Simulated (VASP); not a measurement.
Set up this calculation in VASP 6.6.1, as the native input.

```
Task                   : single point
Functional             : PBE
Potentials or basis    : VASP PAW PBE potentials, release 64 (Se, Zn)
Cutoff                 : 520 eV
k mesh                 : 12 × 12 × 12
Occupations            : gaussian, width 0.05 eV
Spin                   : no spin polarisation
Dipole correction      : no
Further INCAR settings : ALGO = Normal; EDIFF = 1e-06; NBANDS = 16
```

The structure of ZnSe lies in POSCAR:

```
ZnSe
1.0
    0.0000000000      2.6477298122      2.6477298122
    2.6477298122      0.0000000000      2.6477298122
    2.6477298122      2.6477298122      0.0000000000
Se Zn
1 1
Direct
    0.0000000000      0.0000000000      0.0000000000
    0.5000000000      0.5000000000      0.5000000000
```

This cell differs from its parent crystal: volume scaled by 0.960.

One way to write it, as run:

INCAR

```
ALGO = Normal
EDIFF = 1E-6
ENCUT = 520
GGA = PE
ISIF = 2
ISMEAR = 0
LASPH = True
LCHARG = True
LELF = True
LREAL = False
LVHAR = True
LWAVE = False
NBANDS = 16
NELM = 60
PREC = Accurate
SIGMA = 0.05
```

KPOINTS

```
k-points
0
Gamma
  12 12 12
```

Potentials or basis: VASP PAW PBE potentials, release 64 (Se, Zn).

The run is started by

```sh
$ cat potpaw_PBE.64/Se/POTCAR potpaw_PBE.64/Zn/POTCAR > POTCAR
$ mpirun -np 1 vasp_std > vasp.out
```

It gave:

| Item | Value |
| --- | --- |
| Pressure | 3.4 GPa |
| Band gap on the k mesh | zero (band 9 reaches 3.54 eV, above the bottom of band 10 at 2.46 eV) |

It took 64 s on 1 thread of Intel Xeon 8259CL, with other jobs on the host, peak memory 0.19 GiB.
